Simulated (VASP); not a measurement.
# FeCo: single point with PBE

The system is FeCo.

```xyz
2
Lattice="2.8570 0.0000 0.0000 0.0000 2.8570 0.0000 0.0000 0.0000 2.8570" Properties=species:S:1:pos:R:3 pbc="T T T"
Fe    1.4285    1.4285    1.4285
Co    0.0000    0.0000    0.0000
```

```json
{
  "Program": "VASP 6.6.1",
  "Task": "single point",
  "Functional": "PBE",
  "Potentials or basis": "VASP PAW PBE potentials, release 64 (Fe, Co)",
  "Cutoff": "520 eV",
  "k mesh": "13 × 13 × 13",
  "Occupations": "fermi-dirac, width 0.05 eV",
  "Spin": "no spin polarisation",
  "Dipole correction": "no",
  "k mesh for the DOS": "20 × 20 × 20",
  "Occupations for the DOS": "tetrahedron",
  "Further INCAR settings": "ALGO = Normal; EDIFF = 1e-06; NBANDS = 16"
}
```

```
Valence electrons inside the program's atomic spheres : Fe 7.14; Co 8.21
```

Levels at points of the mesh, in eV from the Fermi level:
```
           k point  band 6  band 7  band 8  band 9  band 10  band 11
(0.00, 0.00, 0.00)   -1.56   -0.12   -0.12    0.74     0.74     0.74
(0.50, 0.00, 0.00)   -1.30   -1.01   -1.01   -0.63    -0.22     0.63
(0.50, 0.50, 0.00)   -0.15   -0.08    0.29    0.52     0.52     0.98
(0.50, 0.50, 0.50)   -2.53   -0.12   -0.12    0.33     0.33     8.48
```

Run time: 33 s on 1 thread of Intel(R) Xeon(R) 6975P-C (Granite Rapids) (shared host), peak memory 0.23 GiB.

Caveat: the run has no spin polarisation, though such a crystal can be magnetic. Spin polarisation is off, so any magnetic state and its effect on volume and gap are missing.
